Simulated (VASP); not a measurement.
# CdH2O2 (P-3m1) in VASP: further runs, part 3 of 3

VASP 6.6.1. The steps go on from the part before.

### Step 5. Single point, PBEsol (strain -0.015 along x and y, -0.015 along z)

File INCAR:

```
SYSTEM = CdH2O2
ALGO = Normal ; EDIFF = 1E-6
ENCUT = 700 ; GGA = PS
GGA_COMPAT = .FALSE. ; ISIF = 2
ISMEAR = 0 ; LASPH = .TRUE.
LCHARG = .FALSE. ; LREAL = .FALSE.
LWAVE = .FALSE. ; NBANDS = 25
NELM = 120 ; PREC = Accurate
SIGMA = 0.05
```

File KPOINTS:

```
k-points
0
G
  9 9 6
  0 0 0
```

File POSCAR:

```
CdH2O2
1.0
    3.4627930753      0.0000000000      0.0000000000
   -1.7313965376      2.9988667712      0.0000000000
    0.0000000000      0.0000000000      4.5733346006
Cd H O
1 2 2
Direct
    0.0000000000      0.0000000000      0.0000000000
    0.6666666667      0.3333333333      0.5509607200
    0.3333333333      0.6666666667      0.4490392800
    0.6666666667      0.3333333333      0.7593720000
    0.3333333333      0.6666666667      0.2406280000
```

Potentials or basis: VASP PAW PBE potentials, release 64 (Cd_sv_GW, H, O).

Run with:

```
$ cat potpaw_PBE.64/Cd_sv_GW/POTCAR potpaw_PBE.64/H/POTCAR potpaw_PBE.64/O/POTCAR > POTCAR
$ mpirun -np 1 vasp_std > vasp.out
```

OUTCAR:

```text
SYSTEM = CdH2O2
   EDIFF = 1E-6
   ENCUT = 700
   GGA = PS
   ISIF = 2
   ISMEAR = 0
   LASPH = .TRUE.
   LREAL = .FALSE.
   NELM = 120
   PREC = Accurate

 ion  position               nearest neighbor table
   1  0.000  0.000  0.000-   4 2.28   5 2.28   5 2.28   4 2.28   4 2.28   5 2.28
   2  0.667  0.333  0.551-   4 0.95
   3  0.333  0.667  0.449-   5 0.95
   4  0.667  0.333  0.759-   2 0.95   1 2.28   1 2.28   1 2.28
   5  0.333  0.667  0.241-   3 0.95   1 2.28   1 2.28   1 2.28

  LATTYP: Found a hexagonal cell.
 ALAT       =     3.4627930753
 C/A-ratio  =     1.3207068690

  Lattice vectors:

 A1 = (   3.4627930753,   0.0000000000,   0.0000000000)
 A2 = (  -1.7313965376,   2.9988667712,   0.0000000000)
 A3 = (   0.0000000000,   0.0000000000,   4.5733346006)

Analysis of symmetry for initial positions (statically):
=====================================================================
 Subroutine PRICEL returns:
 Original cell was already a primitive cell.

 Routine SETGRP: Setting up the symmetry group for a
 hexagonal supercell.

 Subroutine GETGRP returns: Found 12 space group operations
 (whereof 12 operations were pure point group operations)
 out of a pool of 24 trial point group operations.

The static configuration has the point symmetry D_3d.

Analysis of symmetry for dynamics (positions and initial velocities):
=====================================================================
 Subroutine PRICEL returns:
 Original cell was already a primitive cell.

 Routine SETGRP: Setting up the symmetry group for a
 hexagonal supercell.

 Subroutine GETGRP returns: Found 12 space group operations
 (whereof 12 operations were pure point group operations)
[... 124 lines left out ...]
   EFERMI_NEDOS =   21; number of points for ismear=-14 and -15
   IALGO  =     38    algorithm
   IMIX   =      4    mixing-type and parameters
     AMIX     =   0.40;   BMIX     =  1.00
     AMIX_MAG =   1.60;   BMIX_MAG =  1.00
  volume/ion in A,a.u.               =       9.50        64.10
  Fermi-wavevector in a.u.,A,eV,Ry     =   1.464521  2.767543 29.182068  2.144821
  Thomas-Fermi vector in A             =   2.580487
   LORBIT       =      0    0 simple, 1 ext, 2 COOP (PROOUT), +10 PAW based schemes
   GGA     = PS    functional components
   LHFCALC =     F    Hartree Fock is set to
   AEXX    =    0.0000 exact exchange contribution
   IVDW    =     0    specifies the selected vdW correction
   LEPSILON=     F    determine dielectric tensor
   LRPA    =     F    only Hartree local field effects (RPA)
 non-spin polarized calculation
 Gauss-broadening in eV      SIGMA  =   0.05
  energy-cutoff  :      700.00
  volume of cell :       47.49
 maximum number of plane-waves:      2021
 NGX is ok and might be reduce to    30
   NGX = 15   NGY = 15   NGZ = 19

 number of electron      33.9999997 magnetization

 Free energy of the ion-electron system (eV)
  ---------------------------------------------------
  ext. energy  EPLUGINS =         0.00000000
  ---------------------------------------------------
  free energy    TOTEN  =       -23.56513058 eV

  energy without entropy =      -23.56513058  energy(sigma->0) =      -23.56513058

 E-fermi :   2.0755     XC(G=0): -10.5684

 val. band max:        1.8353457690   @ k =   0.4444   0.0000   0.0000
 cond. band min:       3.5807304425   @ k =   0.0000   0.0000   0.0000
 fundamental gap:      1.7453846735
 Fermi energy:         2.0754977563

 k-point     1 :       0.0000    0.0000    0.0000
  band No.  band energies     occupation
      1     -97.7020      2.00000
      2     -58.8608      2.00000
      3     -58.8060      2.00000
      4     -58.8060      2.00000
      5     -16.9970      2.00000
      6     -15.8634      2.00000
[... 661 lines left out ...]
     24      16.0784      0.00000
     25      17.4582      0.00000

 [... further k-points ...]

------------------------ aborting loop because EDIFF is reached ----------------------------------------

  FORCE on cell =-STRESS in cart. coord.  units (eV):
  Direction    XX          YY          ZZ          XY          YZ          ZX
  --------------------------------------------------------------------------------------
  -------------------------------------------------------------------------------------
  Total        0.7828341      0.7828341      2.9662900      0.0000000      0.0000000      0.0000000
  in kB       26.4097110     26.4097110    100.0708295      0.0000000      0.0000000      0.0000000
  external PRESSURE =      50.9634171 kB  Pullay stress =       0.0000000 kB

 VOLUME and BASIS-vectors are now :
 -----------------------------------------------------------------------------
  energy-cutoff  :      700.00
  volume of cell :       47.49
      direct lattice vectors                 reciprocal lattice vectors
     3.462793075  0.000000000  0.000000000     0.288784221  0.166729648  0.000000000
    -1.731396538  2.998866771  0.000000000     0.000000000  0.333459295  0.000000000
     0.000000000  0.000000000  4.573334601     0.000000000  0.000000000  0.218658832

 POSITION                                       TOTAL-FORCE (eV/Angst)
 -----------------------------------------------------------------------------------
      0.00000      0.00000      0.00000         0.000000      0.000000      0.000000
      1.73140      0.99962      2.51973         0.000000      0.000000     -1.378120
     -0.00000      1.99924      2.05361         0.000000     -0.000000      1.378120
      1.73140      0.99962      3.47286        -0.000000      0.000000      1.224049
     -0.00000      1.99924      1.10047        -0.000000      0.000000     -1.224049
 -----------------------------------------------------------------------------------
    total drift:                                0.000000     -0.000000     -0.000000

  FREE ENERGIE OF THE ION-ELECTRON SYSTEM (eV)
  ---------------------------------------------------
  free  energy   TOTEN  =       -23.5651305797 eV

  energy  without entropy=      -23.5651305797  energy(sigma->0) =      -23.56513058
```

OSZICAR:

```text
N       E                     dE             d eps       ncg     rms          rms(c)
DAV:   1     0.626827372133E+03    0.62683E+03   -0.21934E+04  3116   0.211E+03
DAV:   2     0.399645095272E+02   -0.58686E+03   -0.52483E+03  3116   0.644E+02
DAV:   3    -0.241442727214E+02   -0.64109E+02   -0.62926E+02  4766   0.240E+02
DAV:   4    -0.266507535936E+02   -0.25065E+01   -0.25015E+01  4040   0.516E+01
DAV:   5    -0.267613020662E+02   -0.11055E+00   -0.11054E+00  4501   0.972E+00    0.171E+01
DAV:   6    -0.235866138434E+02    0.31747E+01   -0.73828E+00  4284   0.548E+01    0.148E+01
DAV:   7    -0.236034990458E+02   -0.16885E-01   -0.89557E-01  3310   0.892E+00    0.101E+01
DAV:   8    -0.235920550019E+02    0.11444E-01   -0.30779E-01  4841   0.927E+00    0.232E+00
DAV:   9    -0.235648182322E+02    0.27237E-01   -0.66217E-02  4455   0.573E+00    0.227E-01
DAV:  10    -0.235650506449E+02   -0.23241E-03   -0.81567E-03  3502   0.809E-01    0.820E-02
DAV:  11    -0.235651323454E+02   -0.81701E-04   -0.41200E-04  4901   0.203E-01    0.526E-02
DAV:  12    -0.235651247149E+02    0.76305E-05   -0.52668E-05  4624   0.122E-01    0.190E-02
DAV:  13    -0.235651301496E+02   -0.54347E-05   -0.76889E-06  3532   0.218E-02    0.302E-03
DAV:  14    -0.235651305797E+02   -0.43003E-06   -0.63224E-07  2784   0.243E-02
   1 F= -.23565131E+02 E0= -.23565131E+02  d E =-.333504E-13
```

stdout:

```text
POSCAR found type information on POSCAR CdH O
 POSCAR found :  3 types and       5 ions
 scaLAPACK will be used
 -----------------------------------------------------------------------------
|                                                                             |
|                                                                             |
|     You enforced a specific xc type in the INCAR file but a different       |
|     I HOPE YOU KNOW WHAT YOU ARE DOING!                                     |
|                                                                             |
 -----------------------------------------------------------------------------

 LDA part: xc-table for (Slater+PW92), standard interpolation
 POSCAR, INCAR and KPOINTS ok, starting setup
 FFT: planning ... GRIDC
 FFT: planning ... GRID_SOFT
 FFT: planning ... GRID
 WAVECAR not read
 entering main loop
```

It took 95 s on 1 thread of Intel Xeon Platinum 8259CL at 2.50GHz (Skylake/Cascade Lake), shared host; peak memory 0.28 GiB.

Results:

| Property | Result |
| --- | --- |
| Free energy | -23.5651 eV |
| Pressure | 5.1 GPa |
| Largest force | 1.378 eV/Å |
| Band gap on the k mesh | 1.75 eV (least direct gap 2.09 eV) |

Forces on the atoms (eV/Å):
```
Cd   0.000  0.000  0.000
H    0.000  0.000 -1.378
H    0.000  0.000  1.378
O    0.000  0.000  1.224
O    0.000  0.000 -1.224
```

Stress tensor (GPa, compression positive):
```
 2.64  0.00  0.00
 0.00  2.64  0.00
 0.00  0.00 10.01
```

Caveat: the cell differs from its parent crystal (strain -0.015 along x and y, -0.015 along z); the stress differs along the axes, from 3 to 10 GPa; the PAW data sets were made with another functional, which shifts forces and pressure a little.

### Step 6. The runs side by side

```csv
cell,gap on the mesh (eV),pressure (GPa),largest force (eV/Å)
"a = 3.410, b = 3.410, c = 4.643 Å, angles 90.0, 90.0, 120.0°, 5 atoms",1.76,5.8,0.61
"a = 3.463, b = 3.463, c = 4.643 Å, angles 90.0, 90.0, 120.0°, 5 atoms",1.69,2.3,0.61
"a = 3.410, b = 3.410, c = 4.713 Å, angles 90.0, 90.0, 120.0°, 5 atoms",1.70,3.0,0.24
"a = 3.463, b = 3.463, c = 4.573 Å, angles 90.0, 90.0, 120.0°, 5 atoms",1.75,5.1,1.38
```

Alike in all rows: task single point; level PBEsol; potentials or basis VASP PAW PBE potentials, release 64 (Cd_sv_GW, H, O); no spin polarisation; k mesh 9 × 9 × 6; cutoff (eV) 700; smearing gaussian 0.05 eV.

Caveats: the PAW data sets were made with another functional, which shifts forces and pressure a little; the cell stands under pressure (at least some runs); the stress differs along the axes, from -0 to 5 GPa (at least some runs); the stress differs along the axes, from 3 to 10 GPa (at least some runs).

Total energies depend on the potentials used, so only differences within one code and one set of settings carry meaning.
